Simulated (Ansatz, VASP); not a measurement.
One calculation of ZnS, two programs

```
CELL_PARAMETERS angstrom
0.00000 2.65198 2.65198
2.65198 0.00000 2.65198
2.65198 2.65198 0.00000
ATOMIC_POSITIONS crystal
Zn 0.00000 0.00000 0.00000
S 0.25000 0.25000 0.25000
```

Change from the starting cell: volume scaled by 0.94, ions relaxed.

Alike in both runs: functional PBE; k mesh 14 × 14 × 14; occupations fermi-dirac, width 0.02 eV; no spin polarisation.

Ansatz relaxed the structure, and its values are those at the end. VASP's run is a single point on that final structure, the one shown.

```csv
,VASP,Ansatz
version,VASP 6.6.1,Ansatz 0.2.0
potentials or method,"VASP PAW PBE potentials, release 64 (Zn, S)","plane-wave PAW, scalar-relativistic"
plane-wave cutoff (eV),520,420
valence electrons in the cell,18,18
```

```tsv
	VASP	Ansatz	Ansatz less VASP
gap on the k mesh at the Fermi level (eV)	2.36	2.36	-0.009
pressure (GPa)	6.6	6.4	-0.14
```

The functional is the same, so the differences come from potentials, cutoffs and numerics. Ansatz's warnings: stress scf threshold loose.
